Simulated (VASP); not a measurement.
TePb: single point with PBE

Crystal: TePb.

```
Te Pb
1.0
     0.00000    3.26331    3.16734
     3.26331    0.00000    3.16734
     3.26331    3.26331    0.00000
Te Pb
1 1
Direct
  0.50000 0.50000 0.50000
  0.00000 0.00000 0.00000
```

| Property | Result |
| --- | --- |
| Program | VASP 6.6.1 |
| Task | single point |
| Functional | PBE |
| Potentials or basis | VASP PAW PBE potentials, release 64 (Te, Pb_d) |
| Cutoff | 520 eV |
| k mesh | 6 × 6 × 6 |
| Occupations | gaussian, width 0.05 eV |
| Spin | no spin polarisation |
| Dipole correction | no |
| Further INCAR settings | ALGO = Normal; EDIFF = 1e-06; NBANDS = 17 |

| Quantity | Value |
| --- | --- |
| Pressure | 2.2 GPa |
| Band gap on the k mesh | 0.69 eV, direct |

Stress tensor (GPa, compression positive):
```
0.91 0.00 0.00
0.00 0.91 0.00
0.00 0.00 4.79
```

Levels at points of the mesh, in eV from the valence-band top:
```
           k point  band 6  band 7  band 8  band 9  band 10  band 11  band 12  band 13  band 14  band 15
(0.00, 0.00, 0.00)  -12.05   -5.62   -1.58   -1.28    -1.28     3.82     3.82     4.52     5.71     5.71
(0.50, 0.00, 0.00)  -10.62   -8.62   -0.96   -0.89     0.00     0.69     1.18     1.33     8.36     9.05
(0.50, 0.50, 0.00)  -10.23   -7.46   -4.57   -2.88    -2.88     3.20     5.37     5.37     6.98    10.04
(0.50, 0.00, 0.50)  -10.44   -7.24   -4.51   -2.97    -2.65     3.30     5.12     5.87     6.54     9.95
```

Wall time 15 s on 1 thread of Intel(R) Xeon(R) Platinum 8559C (Emerald Rapids), on a shared host, peak memory 0.22 GiB.

Caveat: spin-orbit coupling is left out, which moves the levels of the heavy elements. A k mesh can miss the band edges.
